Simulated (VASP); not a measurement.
# LiNbO3 (R3c) in VASP: single point with r2SCAN

Aim: the single point of LiNbO3 with r2SCAN.

All numbers are computed with VASP 6.6.1; they aren't measurements. Logs are shortened: lines on timing, memory, paths and dates and some standing lists are left out, and cuts for length are marked.

**1. The cell of the first run**

Symmetry: R3c, No. 161, trigonal system. The conventional cell has a = 5.151 Å, b = 5.151 Å, c = 13.865 Å, α = 90.00°, β = 90.00°, γ = 120.00°. Li (site symmetry 3) has 6 O at 2.06 to 2.24 Å within 2.7 Å. Nb (site symmetry 3) has 6 O at 1.88 to 2.14 Å within 2.5 Å. O (site symmetry 1) has 2 Nb at 1.88 to 2.14 Å and 2 Li at 2.06 to 2.24 Å within 2.5 Å.

**2. Single point, r2SCAN**

Contents of POSCAR:

```
LiNbO3
1.0
    2.5756485575      1.4870513880      4.6218000000
   -2.5756485575      1.4870513880      4.6218000000
    0.0000000000     -2.9741027760      4.6218000000
Li Nb O
2 2 6
Direct
    0.3018153581      0.3018153581      0.3018153581
    0.8018153581      0.8018153581      0.8018153581
    0.0200832426      0.0200832426      0.0200832426
    0.5200832426      0.5200832426      0.5200832426
    0.1287876912      0.3807658265      0.7397478815
    0.7397478815      0.1287876912      0.3807658265
    0.3807658265      0.7397478815      0.1287876912
    0.2397478815      0.8807658265      0.6287876912
    0.8807658265      0.6287876912      0.2397478815
    0.6287876912      0.2397478815      0.8807658265
```

Contents of INCAR.step1:

```
SYSTEM = LiNbO3
PREC = Accurate
ENCUT = 520
ISMEAR = 0
SIGMA = 0.01
LREAL = .False.
LASPH = .True.
NELM = 80
NBANDS = 45
GGA = PE
ALGO = Normal
EDIFF = 1E-4
LWAVE = .True.
LCHARG = .False.
```

Contents of INCAR.step2:

```
SYSTEM = LiNbO3
PREC = Accurate
ENCUT = 520
EDIFF = 1E-6
ISMEAR = 0
SIGMA = 0.01
LREAL = .False.
LASPH = .True.
NELM = 80
ALGO = Normal
ISIF = 2
LWAVE = .False.
LCHARG = .True.
METAGGA = R2SCAN
LMIXTAU = .True.
LELF = .True.
LVHAR = .True.
NBANDS = 45
ISTART = 1
```

Contents of KPOINTS:

```
Automatic mesh
0
Gamma
  5 5 5
  0 0 0
```

Potentials or basis: VASP PAW PBE potentials, release 64 (Li_sv, Nb_sv, O).

The run is started by

```
$ cat potpaw_PBE.64/Li_sv/POTCAR potpaw_PBE.64/Nb_sv/POTCAR potpaw_PBE.64/O/POTCAR > POTCAR
$ cp INCAR.step1 INCAR
$ mpirun -np 1 vasp_std > vasp.out
$ cp INCAR.step2 INCAR
$ mpirun -np 1 vasp_std > vasp.out
```

OUTCAR:

```text
SYSTEM = LiNbO3
   PREC = Accurate
   ENCUT = 520
   EDIFF = 1E-6
   ISMEAR = 0
   LREAL = .False.
   LASPH = .True.
   NELM = 80
   ISIF = 2
   METAGGA = R2SCAN
   ISTART = 1

 ion  position               nearest neighbor table
   1  0.302  0.302  0.302-   8 2.06  10 2.06   9 2.06   5 2.24   7 2.24   6 2.24
   2  0.802  0.802  0.802-   7 2.06   6 2.06   5 2.06   9 2.24   8 2.24  10 2.24
   3  0.020  0.020  0.020-   5 1.88   6 1.88   7 1.88   9 2.14   8 2.14  10 2.14
   4  0.520  0.520  0.520-   9 1.88  10 1.88   8 1.88   5 2.14   7 2.14   6 2.14
   5  0.129  0.381  0.740-   3 1.88   2 2.06   4 2.14   1 2.24
   6  0.740  0.129  0.381-   3 1.88   2 2.06   4 2.14   1 2.24
   7  0.381  0.740  0.129-   3 1.88   2 2.06   4 2.14   1 2.24
   8  0.240  0.881  0.629-   4 1.88   1 2.06   3 2.14   2 2.24
   9  0.881  0.629  0.240-   4 1.88   1 2.06   3 2.14   2 2.24
  10  0.629  0.240  0.881-   4 1.88   1 2.06   3 2.14   2 2.24

  LATTYP: Found a trigonal (rhomboedric) cell.
 ALAT       =     5.4960278895
 COS(alpha) =     0.5607564954

  Lattice vectors:

 A1 = (   2.5756485575,   1.4870513880,   4.6218000000)
 A2 = (  -2.5756485575,   1.4870513880,   4.6218000000)
 A3 = (   0.0000000000,  -2.9741027760,   4.6218000000)

Analysis of symmetry for initial positions (statically):
=====================================================================
 Subroutine PRICEL returns:
 Original cell was already a primitive cell.

 Routine SETGRP: Setting up the symmetry group for a
 trigonal (rhombohedral) supercell.

 Subroutine GETGRP returns: Found  6 space group operations
 (whereof  3 operations were pure point group operations)
 out of a pool of 12 trial point group operations.

The static configuration has the point symmetry C_3 .
 The point group associated with its full space group is C_3v.

Analysis of symmetry for dynamics (positions and initial velocities):
=====================================================================
 Subroutine PRICEL returns:
 Original cell was already a primitive cell.

 Routine SETGRP: Setting up the symmetry group for a
 trigonal (rhombohedral) supercell.

 Subroutine GETGRP returns: Found  6 space group operations
 (whereof  3 operations were pure point group operations)
 out of a pool of 12 trial point group operations.

The dynamic configuration has the point symmetry C_3 .
 The point group associated with its full space group is C_3v.

 Subroutine INISYM returns: Found  6 space group operations
 (whereof  3 operations are pure point group operations),
 and found     1 'primitive' translations

----------------------------------------------------------------------------------------

                                     Primitive cell

  volume of cell :     106.2123

  direct lattice vectors                    reciprocal lattice vectors
     2.575648558  1.487051388  4.621800000     0.194125863  0.112078619  0.072121973
    -2.575648558  1.487051388  4.621800000    -0.194125863  0.112078619  0.072121973
     0.000000000 -2.974102776  4.621800000     0.000000000 -0.224157239  0.072121973

  length of vectors
     5.496027890  5.496027890  5.496027890     0.235474089  0.235474089  0.235474089

  position of ions in fractional coordinates (direct lattice)
     0.301815358  0.301815358  0.301815358
     0.801815358  0.801815358  0.801815358
     0.020083243  0.020083243  0.020083243
     0.520083243  0.520083243  0.520083243
     0.128787691  0.380765827  0.739747882
     0.739747882  0.128787691  0.380765827
     0.380765827  0.739747882  0.128787691
     0.239747882  0.880765827  0.628787691
     0.880765827  0.628787691  0.239747882
     0.628787691  0.239747882  0.880765827

  ion indices of the primitive-cell ions
   primitive index   ion index
                 1           1
                 2           2
                 3           3
                 4           4
                 5           5
                 6           6
                 7           7
                 8           8
                 9           9
                10          10

----------------------------------------------------------------------------------------

 KPOINTS: Automatic mesh

Automatic generation of k-mesh.
 Grid dimensions read from file:
 generate k-points for:    5    5    5

 Generating k-lattice:

  Cartesian coordinates                     Fractional coordinates (reciprocal lattice)
     0.038825173  0.022415724  0.014424395     0.200000000 -0.000000000  0.000000000
    -0.038825173  0.022415724  0.014424395    -0.000000000  0.200000000  0.000000000
     0.000000000 -0.044831448  0.014424395     0.000000000  0.000000000  0.200000000

  Length of vectors
     0.047094818  0.047094818  0.047094818

  Shift w.r.t. Gamma in fractional coordinates (k-lattice)
     0.000000000  0.000000000  0.000000000

 Subroutine IBZKPT returns following result:
 ===========================================

 Found     19 irreducible k-points:

 Following reciprocal coordinates:
            Coordinates               Weight
  0.000000  0.000000  0.000000      1.000000
  0.200000 -0.000000  0.000000      6.000000
  0.400000  0.000000  0.000000      6.000000
  0.200000  0.200000  0.000000      6.000000
  0.400000  0.200000  0.000000     12.000000
 -0.400000  0.200000 -0.000000     12.000000
[... 11 lines left out ...]
  0.400000  0.400000  0.400000      2.000000
 -0.400000  0.400000  0.400000      6.000000
   k-points           NKPTS =     19   k-points in BZ     NKDIM =     19   number of bands    NBANDS=     45
   number of dos      NEDOS =    301   number of ions     NIONS =     10
   total plane-waves  NPLWV =  74088
   dimension x,y,z NGX =    42 NGY =   42 NGZ =   42
   dimension x,y,z NGXF=    84 NGYF=   84 NGZF=   84
   ions per type =               2   2   6
   NGX,Y,Z   is equivalent  to a cutoff of  12.70, 12.70, 12.70 a.u.
   NGXF,Y,Z  is equivalent  to a cutoff of  25.41, 25.41, 25.41 a.u.
 SYSTEM =  LiNbO3
   PREC   = accura    normal or accurate (medium, high low for compatibility)
   ISTART =      1    job   : 0-new  1-cont  2-samecut
   ICHARG =      0    charge: 1-file 2-atom 10-const
   ISPIN  =      1    spin polarized calculation?
   LNONCOLLINEAR =      F non collinear calculations
   LSORBIT =      F    spin-orbit coupling
   LASPH  =      T    aspherical Exc in radial PAW
   ENCUT  =  520.0 eV  38.22 Ry    6.18 a.u.  10.22 10.22 10.22*2*pi/ulx,y,z
   NELM   =     80;   NELMIN=  2; NELMDL=  0     # of ELM steps
   EDIFF  = 0.1E-05   stopping-criterion for ELM
   LREAL  =      F    real-space projection
[... 7 lines left out ...]
   TEBEG  =    0.0;   TEEND  =   0.0 temperature during run
   PSTRESS=    0.0 pullay stress
   NELECT =      68.0000    total number of electrons
   NUPDOWN=      -1.0000    fix difference up-down
   EMIN   =  10.00;   EMAX   =-10.00  energy-range for DOS
   EFERMI =   0.00;   METHOD = LEGACY
   ISMEAR =     0;   SIGMA  =   0.01  broadening in eV -4-tet -1-fermi 0-gaus
   EFERMI_NEDOS =   21; number of points for ismear=-14 and -15
   IALGO  =     38    algorithm
   IMIX   =      4    mixing-type and parameters
     AMIX     =   0.40;   BMIX     =  1.00
     AMIX_MAG =   1.60;   BMIX_MAG =  1.00
  volume/ion in A,a.u.               =      10.62        71.68
  Fermi-wavevector in a.u.,A,eV,Ry     =   1.410976  2.666357 27.087184  1.990852
  Thomas-Fermi vector in A             =   2.532874
   LORBIT       =      0    0 simple, 1 ext, 2 COOP (PROOUT), +10 PAW based schemes
   METAGGA = R2SCAN    functional components
   LHFCALC =     F    Hartree Fock is set to
   AEXX    =    0.0000 exact exchange contribution
   IVDW    =     0    specifies the selected vdW correction
   LEPSILON=     F    determine dielectric tensor
   LRPA    =     F    only Hartree local field effects (RPA)
 non-spin polarized calculation
 Gauss-broadening in eV      SIGMA  =   0.01
  energy-cutoff  :      520.00
  volume of cell :      106.21
 maximum number of plane-waves:      2894
 NGX is ok and might be reduce to    42
   NGX = 21   NGY = 21   NGZ = 21

 number of electron      68.0000020 magnetization

 Free energy of the ion-electron system (eV)
  ---------------------------------------------------
  ext. energy  EPLUGINS =         0.00000000
  ---------------------------------------------------
  free energy    TOTEN  =      -118.64611838 eV

  energy without entropy =     -118.64611838  energy(sigma->0) =     -118.64611838

 E-fermi :   3.2745     XC(G=0): -11.4864

 val. band max:        3.1576596512   @ k =   0.2000   0.2000   0.2000
 cond. band min:       7.1598319145   @ k =  -0.4000   0.4000   0.0000
 fundamental gap:      4.0021722633
 Fermi energy:         3.2744874086

 k-point     1 :       0.0000    0.0000    0.0000
  band No.  band energies     occupation
      1     -52.7126      2.00000
      2     -52.6958      2.00000
      3     -40.6680      2.00000
      4     -40.6655      2.00000
      5     -28.2978      2.00000
      6     -28.2978      2.00000
[... 37 lines left out ...]
     44      13.6733      0.00000
     45      13.6733      0.00000

 k-point     2 :       0.2000   -0.0000    0.0000
  band No.  band energies     occupation
      1     -52.7109      2.00000
      2     -52.6974      2.00000
      3     -40.6678      2.00000
      4     -40.6657      2.00000
      5     -28.2839      2.00000
      6     -28.2818      2.00000
[... 37 lines left out ...]
     44      13.5338      0.00000
     45      13.5858      0.00000

 k-point     3 :       0.4000    0.0000    0.0000
  band No.  band energies     occupation
      1     -52.7067      2.00000
      2     -52.7015      2.00000
      3     -40.6672      2.00000
      4     -40.6664      2.00000
      5     -28.2441      2.00000
      6     -28.2389      2.00000
[... 757 lines left out ...]
     44      12.7268      0.00000
     45      12.7269      0.00000

 k-point    19 :      -0.4000    0.4000    0.4000
  band No.  band energies     occupation
      1     -52.7047      2.00000
      2     -52.7036      2.00000
      3     -40.6669      2.00000
      4     -40.6667      2.00000
      5     -28.2768      2.00000
      6     -28.2440      2.00000
[... 37 lines left out ...]
     44      12.6968      0.00000
     45      13.4877      0.00000

------------------------ aborting loop because EDIFF is reached ----------------------------------------

  FORCE on cell =-STRESS in cart. coord.  units (eV):
  Direction    XX          YY          ZZ          XY          YZ          ZX
  --------------------------------------------------------------------------------------
  -------------------------------------------------------------------------------------
  Total       -0.5314896     -0.5314896     -0.0992257      0.0000000     -0.0000000      0.0000000
  in kB       -8.0173419     -8.0173419     -1.4967864      0.0000000     -0.0000000      0.0000000
  external PRESSURE =      -5.8438234 kB  Pullay stress =       0.0000000 kB

 VOLUME and BASIS-vectors are now :
 -----------------------------------------------------------------------------
  energy-cutoff  :      520.00
  volume of cell :      106.21
      direct lattice vectors                 reciprocal lattice vectors
     2.575648558  1.487051388  4.621800000     0.194125863  0.112078619  0.072121973
    -2.575648558  1.487051388  4.621800000    -0.194125863  0.112078619  0.072121973
     0.000000000 -2.974102776  4.621800000     0.000000000 -0.224157239  0.072121973

 POSITION                                       TOTAL-FORCE (eV/Angst)
 -----------------------------------------------------------------------------------
      0.00000      0.00000      4.18479        -0.000000      0.000000      0.062080
      0.00000      0.00000     11.11749        -0.000000      0.000000      0.062080
      0.00000      0.00000      0.27846        -0.000000      0.000000     -0.043483
      0.00000      0.00000      7.21116        -0.000000     -0.000000     -0.043483
     -0.64901     -1.44235      5.77402        -0.012420      0.014841     -0.006199
      1.57362      0.15912      5.77402        -0.006643     -0.018177     -0.006199
     -0.92461      1.28323      5.77402         0.019063      0.003335     -0.006199
     -1.65104     -0.20382      8.08492        -0.019063      0.003335     -0.006199
      0.64901      1.53175      8.08492         0.012420      0.014841     -0.006199
      1.00203     -1.32793      8.08492         0.006643     -0.018177     -0.006199
 -----------------------------------------------------------------------------------
    total drift:                               -0.000000      0.000001      0.126689

  FREE ENERGIE OF THE ION-ELECTRON SYSTEM (eV)
  ---------------------------------------------------
  free  energy   TOTEN  =      -118.6461183777 eV

  energy  without entropy=     -118.6461183777  energy(sigma->0) =     -118.64611838
```

Run time: 10 min. Hardware: 1 thread of Intel Xeon Platinum 8259CL at 2.50GHz (Skylake/Cascade Lake), shared host; peak memory 0.32 GiB.

Results:

```
Free energy            : -118.6461 eV
Largest force          : 0.062 eV/Å
Band gap on the k mesh : 4.00 eV (least direct gap 4.06 eV)
```

Forces in eV/Å, atoms in the order of the input:
```
Li   0.000  0.000  0.062
Li   0.000  0.000  0.062
Nb   0.000  0.000 -0.043
Nb   0.000  0.000 -0.043
O   -0.012  0.015 -0.006
O   -0.007 -0.018 -0.006
O    0.019  0.003 -0.006
O   -0.019  0.003 -0.006
O    0.012  0.015 -0.006
O    0.007 -0.018 -0.006
```

Levels at points of the mesh, in eV from the valence-band top:
| k point | band 32 | band 33 | band 34 | band 35 | band 36 | band 37 |
| --- | --- | --- | --- | --- | --- | --- |
| (0.00, 0.00, 0.00) | -0.50 | 0.00 | 0.00 | 4.05 | 4.05 | 4.50 |

Caveat: the cutoff is under 1.25 times the usual one of these potentials, so pressure, stress and relaxed cells hold a basis-set (Pulay) error; the PAW data sets were made with another functional, which shifts forces and pressure a little; an odd mesh through Γ misses points on the zone boundary, where band edges can lie. r2SCAN opens gaps a little over a GGA but as a rule still falls short of measured ones.
